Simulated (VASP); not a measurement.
# Si7O16 (a cell with a defect) in VASP: further runs

Runs on Si7O16 (a cell with a defect). Level: PBE+D3(BJ). Tasks: single point.

Program: VASP 6.6.1. These are calculated values, not measurements. Logs are shortened: lines on timing, memory, paths and dates and some standing lists are left out, and cuts for length are marked.

### 1 The cell of the first run

The cell holds a defect, 23 atoms: a = 5.930 Å, b = 5.930 Å, c = 5.341 Å, α = 90.00°, β = 90.00°, γ = 90.00°.

### 2 Single point, PBE+D3(BJ)

INCAR

```
SYSTEM = Si7O16
ALGO     = Normal         ! electronic algorithm
EDIFF    = 1E-6           ! SCF threshold, eV
ENCUT    = 520            ! plane-wave cutoff, eV
GGA      = PE             ! functional
ISIF     = 2              ! what is computed and relaxed
ISMEAR   = -1             ! smearing method
IVDW     = 12             ! dispersion correction
LASPH    = .True.         ! aspherical terms in the spheres
LCHARG   = .True.         ! write CHGCAR
LELF     = .True.         ! ELF
LREAL    = Auto         
LVHAR    = .True.       
LWAVE    = .False.        ! write WAVECAR
NBANDS   = 79             ! bands
NELM     = 80             ! most SCF steps
PREC     = Accurate       ! precision mode
SIGMA    = 0.05           ! smearing width, eV
```

KPOINTS

```
k-points
0
Gamma
  2 2 2
  0 0 0
```

POSCAR

```
Si7O16
1.0
   -4.1929000000     -4.1929000000      0.0000000000
    4.1929000000     -4.1929000000      0.0000000000
    0.0000000000      0.0000000000      5.3408000000
Si O
7 16
Direct
    0.4995695723      0.5006194460      0.0037845977
    0.4997282066      0.5006253641      0.4994500351
   -0.0002594561      0.5006577299      0.7516706326
   -0.0003368736      0.0006557308      0.0011872776
    0.4997028013      0.0006318835      0.2516213017
   -0.0002719675      0.0006527580      0.5021046679
    0.4996877656      0.0006583139      0.7516353452
    0.2063189504      0.5006605298     -0.0161735327
   -0.0003186608      0.1846041030      0.2516502932
    0.7929103162      0.5006299978     -0.0163467855
   -0.0003722829      0.8166981960      0.2516527173
    0.2064089759      0.5006760131      0.5195455631
   -0.0002710216      0.1939158529      0.7516439237
    0.7930611730      0.5006430923      0.5195390136
   -0.0002884563      0.8073845718      0.7516426015
    0.6928290471      0.0006237550      0.0000390359
    0.4996998592      0.6963608934      0.2516302689
    0.3065244496      0.0006205130      0.0000715032
    0.4996981961      0.3049014014      0.2516368457
    0.6928620081      0.0006196657      0.5032095235
    0.4996507586      0.6993821773      0.7516225186
    0.3065556769      0.0006156604      0.5031907442
    0.4996328620      0.3018887511      0.7516179078
```

Potentials or basis: VASP PAW PBE potentials, release 64 (Si, O).

Started as:

```
cat potpaw_PBE.64/Si/POTCAR potpaw_PBE.64/O/POTCAR > POTCAR
mpirun -np 1 vasp_std > vasp.out
```

OUTCAR:

```text
SYSTEM = Si7O16
   EDIFF = 1E-6
   ENCUT = 520
   GGA = PE
   ISIF = 2
   ISMEAR = -1
   IVDW = 12
   LASPH = .True.
   LREAL = Auto
   NELM = 80
   PREC = Accurate
 IVDW          = 12

 ion  position               nearest neighbor table
   1  0.500  0.501  0.004-   8 1.74  10 1.74  19 1.76  17 1.76  23 1.79  21 1.79   2 2.65   2 2.69

   2  0.500  0.501  0.499-  12 1.74  14 1.74  19 1.76  17 1.76  23 1.79  21 1.79   1 2.65   1 2.69

   3  1.000  0.501  0.752-   8 1.74  12 1.74  14 1.74  10 1.74  15 1.82  13 1.82
   4  1.000  0.001  0.001-   9 1.73  11 1.73  13 1.76  15 1.76  16 1.82  18 1.82   6 2.67   6 2.68

   5  0.500  0.001  0.252-  16 1.77  22 1.77  18 1.77  20 1.77  19 1.80  17 1.80   7 2.67   7 2.67

   6  1.000  0.001  0.502-   9 1.73  11 1.73  13 1.76  15 1.76  22 1.82  20 1.82   4 2.67   4 2.68

   7  0.500  0.001  0.752-  16 1.75  22 1.75  18 1.75  20 1.75  23 1.79  21 1.79   5 2.67   5 2.67

   8  0.206  0.501  0.984-   1 1.74   3 1.74
   9  1.000  0.185  0.252-   6 1.73   4 1.73
  10  0.793  0.501  0.984-   1 1.74   3 1.74
  11  1.000  0.817  0.252-   6 1.73   4 1.73
  12  0.206  0.501  0.520-   2 1.74   3 1.74
  13  1.000  0.194  0.752-   6 1.76   4 1.76   3 1.82
  14  0.793  0.501  0.520-   2 1.74   3 1.74
  15  1.000  0.807  0.752-   6 1.76   4 1.76   3 1.82
  16  0.693  0.001  0.000-   7 1.75   5 1.77   4 1.82
  17  0.500  0.696  0.252-   2 1.76   1 1.76   5 1.80
  18  0.307  0.001  0.000-   7 1.75   5 1.77   4 1.82
  19  0.500  0.305  0.252-   2 1.76   1 1.76   5 1.80
  20  0.693  0.001  0.503-   7 1.75   5 1.77   6 1.82
  21  0.500  0.699  0.752-   7 1.79   1 1.79   2 1.79
  22  0.307  0.001  0.503-   7 1.75   5 1.77   6 1.82
  23  0.500  0.302  0.752-   7 1.79   1 1.79   2 1.79

  LATTYP: Found a simple tetragonal cell.
 ALAT       =     5.9296560457
 C/A-ratio  =     0.9006930518

  Lattice vectors:

 A1 = (  -4.1929000000,  -4.1929000000,   0.0000000000)
 A2 = (   4.1929000000,  -4.1929000000,   0.0000000000)
 A3 = (   0.0000000000,   0.0000000000,   5.3408000000)

Analysis of symmetry for initial positions (statically):
=====================================================================
 Subroutine PRICEL returns:
 Original cell was already a primitive cell.

 Routine SETGRP: Setting up the symmetry group for a
 simple tetragonal supercell.

 Subroutine GETGRP returns: Found  1 space group operations
 (whereof  1 operations were pure point group operations)
 out of a pool of 16 trial point group operations.

The static configuration has the point symmetry C_1 .

Analysis of symmetry for dynamics (positions and initial velocities):
=====================================================================
 Subroutine PRICEL returns:
 Original cell was already a primitive cell.

 Routine SETGRP: Setting up the symmetry group for a
 simple tetragonal supercell.

 Subroutine GETGRP returns: Found  1 space group operations
 (whereof  1 operations were pure point group operations)
 out of a pool of 16 trial point group operations.

The dynamic configuration has the point symmetry C_1 .

 Subroutine INISYM returns: Found  1 space group operations
 (whereof  1 operations are pure point group operations),
 and found     1 'primitive' translations

----------------------------------------------------------------------------------------

                                     Primitive cell

  volume of cell :     187.7869

  direct lattice vectors                    reciprocal lattice vectors
    -4.192900000 -4.192900000  0.000000000    -0.119249207 -0.119249207  0.000000000
     4.192900000 -4.192900000  0.000000000     0.119249207 -0.119249207  0.000000000
     0.000000000  0.000000000  5.340800000     0.000000000  0.000000000  0.187237867

  length of vectors
     5.929656046  5.929656046  5.340800000     0.168643846  0.168643846  0.187237867

  position of ions in fractional coordinates (direct lattice)
     0.499569572  0.500619446  0.003784598
     0.499728207  0.500625364  0.499450035
     0.999740544  0.500657730  0.751670633
     0.999663126  0.000655731  0.001187278
     0.499702801  0.000631883  0.251621302
     0.999728033  0.000652758  0.502104668
[... 15 lines left out ...]
     0.306555677  0.000615660  0.503190744
     0.499632862  0.301888751  0.751617908

  ion indices of the primitive-cell ions
   primitive index   ion index
                 1           1
                 2           2
                 3           3
                 4           4
                 5           5
                 6           6
[... 15 lines left out ...]
                22          22
                23          23

----------------------------------------------------------------------------------------

 KPOINTS: k-points

Automatic generation of k-mesh.
 Grid dimensions read from file:
 generate k-points for:    2    2    2

 Generating k-lattice:

  Cartesian coordinates                     Fractional coordinates (reciprocal lattice)
    -0.059624603 -0.059624603  0.000000000     0.500000000  0.000000000  0.000000000
     0.059624603 -0.059624603  0.000000000     0.000000000  0.500000000  0.000000000
     0.000000000  0.000000000  0.093618933     0.000000000  0.000000000  0.500000000

  Length of vectors
     0.084321923  0.084321923  0.093618933

  Shift w.r.t. Gamma in fractional coordinates (k-lattice)
     0.000000000  0.000000000  0.000000000

 Subroutine IBZKPT returns following result:
 ===========================================

 Found      8 irreducible k-points:

 Following reciprocal coordinates:
            Coordinates               Weight
  0.000000  0.000000  0.000000      1.000000
  0.500000  0.000000  0.000000      1.000000
  0.000000  0.500000  0.000000      1.000000
  0.500000  0.500000  0.000000      1.000000
  0.000000  0.000000  0.500000      1.000000
  0.500000  0.000000  0.500000      1.000000
  0.000000  0.500000  0.500000      1.000000
  0.500000  0.500000  0.500000      1.000000
   k-points           NKPTS =      8   k-points in BZ     NKDIM =      8   number of bands    NBANDS=     79
   number of dos      NEDOS =    301   number of ions     NIONS =     23
   total plane-waves  NPLWV =  92160
   dimension x,y,z NGX =    48 NGY =   48 NGZ =   40
   dimension x,y,z NGXF=    96 NGYF=   96 NGZF=   80
   ions per type =               7  16
   NGX,Y,Z   is equivalent  to a cutoff of  13.46, 13.46, 12.45 a.u.
   NGXF,Y,Z  is equivalent  to a cutoff of  26.91, 26.91, 24.90 a.u.
 SYSTEM =  Si7O16
   PREC   = accura    normal or accurate (medium, high low for compatibility)
   ISTART =      0    job   : 0-new  1-cont  2-samecut
   ICHARG =      2    charge: 1-file 2-atom 10-const
   ISPIN  =      1    spin polarized calculation?
   LNONCOLLINEAR =      F non collinear calculations
   LSORBIT =      F    spin-orbit coupling
   LASPH  =      T    aspherical Exc in radial PAW
   ENCUT  =  520.0 eV  38.22 Ry    6.18 a.u.  11.03 11.03  9.93*2*pi/ulx,y,z
   NELM   =     80;   NELMIN=  2; NELMDL= -5     # of ELM steps
   EDIFF  = 0.1E-05   stopping-criterion for ELM
   LREAL  =      T    real-space projection
   EDIFFG = 0.1E-04   stopping-criterion for IOM
   NSW    =      0    number of steps for IOM
   IBRION =     -1    ionic relax: 0-MD 1-quasi-New 2-CG
   NFREE  =      0    steps in history (QN), initial steepest desc. (CG)
   ISIF   =      2    stress and relaxation
   ISYM   =      2    0-nonsym 1-usesym 2-fastsym
   POTIM  = 0.5000    time-step for ionic-motion
   TEBEG  =    0.0;   TEEND  =   0.0 temperature during run
   PSTRESS=    0.0 pullay stress
   NELECT =     124.0000    total number of electrons
   NUPDOWN=      -1.0000    fix difference up-down
   EMIN   =  10.00;   EMAX   =-10.00  energy-range for DOS
   EFERMI =   0.00;   METHOD = LEGACY
   ISMEAR =    -1;   SIGMA  =   0.05  broadening in eV -4-tet -1-fermi 0-gaus
   EFERMI_NEDOS =   21; number of points for ismear=-14 and -15
   IALGO  =     38    algorithm
   IMIX   =      4    mixing-type and parameters
     AMIX     =   0.40;   BMIX     =  1.00
     AMIX_MAG =   1.60;   BMIX_MAG =  1.00
  volume/ion in A,a.u.               =       8.16        55.10
  Fermi-wavevector in a.u.,A,eV,Ry     =   1.425587  2.693968 27.651083  2.032297
  Thomas-Fermi vector in A             =   2.545955
   LORBIT       =      0    0 simple, 1 ext, 2 COOP (PROOUT), +10 PAW based schemes
   GGA     = PE    functional components
   LHFCALC =     F    Hartree Fock is set to
   AEXX    =    0.0000 exact exchange contribution
   IVDW    =    12    specifies the selected vdW correction
   LEPSILON=     F    determine dielectric tensor
   LRPA    =     F    only Hartree local field effects (RPA)
 non-spin polarized calculation
  energy-cutoff  :      520.00
  volume of cell :      187.79
 maximum number of plane-waves:      5080
 NGX is ok and might be reduce to    48
   NGX = 23   NGY = 23   NGZ = 19

 number of electron     123.9999953 magnetization

 Free energy of the ion-electron system (eV)
  ---------------------------------------------------
  ext. energy  EPLUGINS =         0.00000000
  ---------------------------------------------------
  free energy    TOTEN  =      -165.70774822 eV

  energy without entropy =     -165.57184176  energy(sigma->0) =     -165.63979499

 E-fermi :   6.2353     XC(G=0): -11.9076

 val. band max:        6.2348915060   @ k =   0.0000   0.0000   0.0000
 cond. band min:       6.2492252599   @ k =   0.0000   0.0000   0.5000
 fundamental gap:      0.0143337539
 Fermi energy:         6.2353211649

 k-point     1 :       0.0000    0.0000    0.0000
  band No.  band energies     occupation
      1     -15.6445      2.00000
      2     -14.0666      2.00000
      3     -13.4633      2.00000
      4     -13.1757      2.00000
      5     -13.0180      2.00000
      6     -12.6657      2.00000
[... 66 lines left out ...]
     73      16.4112      0.00000
     74      17.0367      0.00000
[... 537 lines left out ...]
     73      17.3249      0.00000
     74      17.3537      0.00000
 [bands above 74 left out]

------------------------ aborting loop because EDIFF is reached ----------------------------------------

 Edisp (eV)   -4.87283

 E8    (eV) :    -1.6454

  FORCE on cell =-STRESS in cart. coord.  units (eV):
  Direction    XX          YY          ZZ          XY          YZ          ZX
  --------------------------------------------------------------------------------------
  -------------------------------------------------------------------------------------
  Total       5.57675     5.57198     8.96081    -0.78655     0.00068     0.00063
  in kB      47.58019    47.53952    76.45261    -6.71075     0.00578     0.00537
  external pressure =       57.19 kB  Pullay stress =        0.00 kB

 VOLUME and BASIS-vectors are now :
 -----------------------------------------------------------------------------
  energy-cutoff  :      520.00
  volume of cell :      187.79
      direct lattice vectors                 reciprocal lattice vectors
    -4.192900000 -4.192900000  0.000000000    -0.119249207 -0.119249207  0.000000000
     4.192900000 -4.192900000  0.000000000     0.119249207 -0.119249207  0.000000000
     0.000000000  0.000000000  5.340800000     0.000000000  0.000000000  0.187237867

 POSITION                                       TOTAL-FORCE (eV/Angst)
 -----------------------------------------------------------------------------------
      0.00440     -4.19369      0.02021        -0.000525     -0.004945      0.018781
      0.00376     -4.19438      2.66746         0.001539     -0.004212     -0.016296
     -2.09260     -6.29102      4.01452         0.001785      0.002854      0.003308
     -4.18874     -4.19424      0.00634        -0.003416     -0.002115     -0.049996
     -2.09255     -2.09785      1.34386        -0.000955      0.001993      0.004558
     -4.18902     -4.19450      2.68164         0.000270      0.002186      0.055668
[... 15 lines left out ...]
     -1.28278     -1.28794      2.68744         0.016644      0.014943      0.005107
     -0.82912     -3.36070      4.01424        -0.005050      0.003294     -0.002282
 -----------------------------------------------------------------------------------
    total drift:                                0.002096      0.006715      0.018906

  FREE ENERGIE OF THE ION-ELECTRON SYSTEM (eV)
  ---------------------------------------------------
  free  energy   TOTEN  =      -170.5805742344 eV

  energy  without entropy=     -170.4446677708  energy(sigma->0) =     -170.51262100
```

Wall time 4.7 min (1 thread of Intel Xeon 6975P-C, shared host); peak memory 0.32 GiB.

Results:

| Quantity | Value |
| --- | --- |
| Free energy | -170.5806 eV |
| Pressure | 5.7 GPa |
| Largest force | 0.056 eV/Å |
| Band gap on the k mesh | zero (band 62 reaches 6.33 eV, above the bottom of band 63 at 6.06 eV) |
| Dispersion energy per atom | -0.212 eV |

Forces on the atoms (eV/Å):
```
Si  -0.001 -0.005  0.019
Si   0.002 -0.004 -0.016
Si   0.002  0.003  0.003
Si  -0.003 -0.002 -0.050
Si  -0.001  0.002  0.005
Si   0.000  0.002  0.056
Si  -0.002  0.003  0.000
O    0.004  0.003  0.007
O    0.034 -0.033  0.001
O   -0.002 -0.004  0.007
O   -0.033  0.031 -0.001
O    0.001  0.005 -0.013
O    0.015 -0.013  0.001
O    0.000  0.002 -0.014
O   -0.017  0.017  0.001
O   -0.015 -0.020 -0.005
O    0.009 -0.009 -0.002
O    0.015  0.012 -0.005
O   -0.009  0.011 -0.001
O   -0.012 -0.015  0.006
O    0.003 -0.004 -0.003
O    0.017  0.015  0.005
O   -0.005  0.003 -0.002
```

Stress tensor (GPa, compression positive):
```
 4.76 -0.67  0.00
-0.67  4.75  0.00
 0.00  0.00  7.65
```

Caveat: the k points lie up to 0.59 Å⁻¹ apart.

(Part 1 of 2 ends here.)
